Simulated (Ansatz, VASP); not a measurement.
## BeTe in VASP and in Ansatz

The input INCAR:

```
SYSTEM = BeTe
ALGO     = Normal         ! electronic algorithm
EDIFF    = 1E-6           ! SCF threshold, eV
ENCUT    = 600            ! plane-wave cutoff, eV
GGA      = RP             ! functional
GGA_COMPAT= .False.      
ISIF     = 2              ! what is computed and relaxed
ISMEAR   = 0              ! smearing method
IVDW     = 13             ! dispersion correction
LASPH    = .True.         ! aspherical terms in the spheres
LCHARG   = .False.        ! write CHGCAR
LREAL    = .False.        ! projectors in reciprocal space
LWAVE    = .False.        ! write WAVECAR
NBANDS   = 11             ! bands
NELM     = 120            ! most SCF steps
PREC     = Accurate       ! precision mode
SIGMA    = 0.05           ! smearing width, eV
```

The input KPOINTS:

```
k-points
0
Gamma
  8 8 8
  0 0 0
```

File POSCAR:

```
BeTe
1.0
    0.0000000000      2.7422511956      2.7422511956
    2.7422511956      0.0000000000      2.7422511956
    2.7422511956      2.7422511956      0.0000000000
Be Te
1 1
Direct
    0.0000000000      0.0000000000      0.0000000000
    0.7500000000      0.7500000000      0.7500000000
```

Input for Ansatz:

```yaml
crystal:
  lattice:
    - [0.0, 2.7422511956, 2.7422511956]
    - [2.7422511956, 0.0, 2.7422511956]
    - [2.7422511956, 2.7422511956, 0.0]
  atoms:
    - { symbol: Be, position: [0.0, 0.0, 0.0] }
    - { symbol: Te, position: [0.75, 0.75, 0.75] }
basis:
  ecutwfc: 420
  ecutrho_ratio: 4
kpoints:
  mp_grid: { grid: [8, 8, 8] }
hamiltonian:
  xc: rpbe
  dispersion: d4
scf:
  occupations: { method: gaussian, width: 0.05 }
output:
  forces: true
  stress: true
  eigenvalues: true
```

Alike in both runs: task single point; functional RPBE; dispersion D4; k mesh 8 × 8 × 8; occupations gaussian, width 0.05 eV; no spin polarisation.

|  | VASP | Ansatz |
| --- | --- | --- |
| version | VASP 6.6.1 | Ansatz 0.2.0 |
| potentials or method | VASP PAW PBE potentials, release 64 (Be, Te), cutoff 600 eV | scalar-relativistic, plane waves, PAW |
| valence electrons in the cell | 8 | 18 |

Ansatz gave:

- gap on the k mesh at the Fermi level (eV): 1.86
- least direct gap on the mesh (eV): 3.58
- pressure (GPa): 2.8

Problem. What did VASP give for the same quantities?

Solution. gap on the k mesh at the Fermi level (eV): 1.85; least direct gap on the mesh (eV): 3.55; pressure (GPa): 3.0.

VASP's potentials were made for PBE, not for RPBE. VASP's potentials hold 8 valence electrons a cell and Ansatz's 18, so a difference there can come from the potentials and not from the codes.

Spin-orbit coupling is off throughout.
